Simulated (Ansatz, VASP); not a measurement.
# One calculation of Mg8O9, two programs

```
CELL_PARAMETERS angstrom
0.00000 3.89000 3.89000
3.89000 0.00000 3.89000
3.89000 3.89000 0.00000
ATOMIC_POSITIONS crystal
Mg 0.97529 0.01806 0.96753
Mg 0.00470 0.98083 0.48083
Mg 0.98802 0.49756 0.99756
Mg 0.97529 0.46753 0.51806
Mg 0.51021 0.01795 0.96762
Mg 0.49757 0.98800 0.48800
Mg 0.48080 0.50474 0.00474
Mg 0.51021 0.46762 0.51795
O 0.24276 0.24279 0.24280
O 0.24285 0.24277 0.74277
O 0.36431 0.74277 0.24277
O 0.24276 0.74280 0.74279
O 0.74278 0.24282 0.24280
O 0.74256 0.24295 0.74295
O 0.74266 0.74278 0.24278
O 0.74278 0.74280 0.74282
O 0.12091 0.74277 0.24277
```

Alike in both runs: functional PBEsol; k mesh 2 × 2 × 2; occupations gaussian, width 0.05 eV; collinear spin.

Ansatz relaxed the structure, and its values are those at the end. VASP's run is a single point on that final structure, the one shown.

|  | VASP | Ansatz |
| --- | --- | --- |
| version | VASP 6.6.1 | Ansatz 0.2.0 |
| potentials or method | VASP PAW PBE potentials, release 64 (Mg, O), cutoff 520 eV | scalar-relativistic, plane waves, PAW |
| valence electrons in the cell | 70 | 134 |

|  | VASP | Ansatz | Ansatz less VASP |
| --- | --- | --- | --- |
| rms of the force components (eV/Å) | 0.062 | 0.006 | -0.0558 |
| net moment per atom (μB) | 0.00 | 0.00 | 0.000 |

VASP's potentials were made for PBE, not for PBEsol, and Ansatz warns of the same on its side. VASP's potentials hold 70 valence electrons a cell and Ansatz's 134, so a difference there can come from the potentials and not from the codes. Ansatz's warnings: seeded moment not kept, structure snapped to symmetry.

The k mesh is coarse, so the values compare programs but aren't converged.
